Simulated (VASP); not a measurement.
Crystal: Ag.

```xyz
1
Lattice="0.0000 2.0427 2.0427 2.0427 0.0000 2.0427 2.0427 2.0427 0.0000" Properties=species:S:1:pos:R:3 pbc="T T T"
Ag    0.0000    0.0000    0.0000
```

```yaml
Program: VASP 6.6.1
Task: relaxation of cell and atoms
Functional: LDA
Potentials_or_basis: VASP PAW LDA potentials, release 64 (Ag)
Cutoff: 500 eV
k_mesh: 7 × 7 × 7
Occupations: gaussian, width 0.05 eV
Spin: no spin polarisation
```

At the start: pressure -7.5 GPa; volume 17.05 Å³/atom.

Task: How do energy, volume and symmetry change on relaxing?

Result: Over 3 steps the energy falls by 26.7 meV/atom and the volume is 15.99 Å³/atom (-6.2 %); space group Fm-3m (No. 225, to 0.05 Å).

The path:
```tsv
step	energy change (eV)	largest force (eV/Å)	pressure (GPa)	volume (Å³)
1	0.0000	0.0000	-7.49	17.05
2	-0.0055	0.0000	8.68	15.16
3	-0.0267	0.0000	-0.07	15.99
```

Final structure:
```cif
data_structure
_symmetry_space_group_name_H-M 'P 1'
_symmetry_Int_Tables_number 1
_cell_length_a 2.8281
_cell_length_b 2.8281
_cell_length_c 2.8281
_cell_angle_alpha 60.000
_cell_angle_beta 60.000
_cell_angle_gamma 60.000
_cell_volume 15.99
loop_
_atom_site_label
_atom_site_type_symbol
_atom_site_fract_x
_atom_site_fract_y
_atom_site_fract_z
_atom_site_occupancy
Ag1 Ag 0.00000 0.00000 0.00000 1
```

Caveat: the k points lie up to 0.39 Å⁻¹ apart in the final cell.
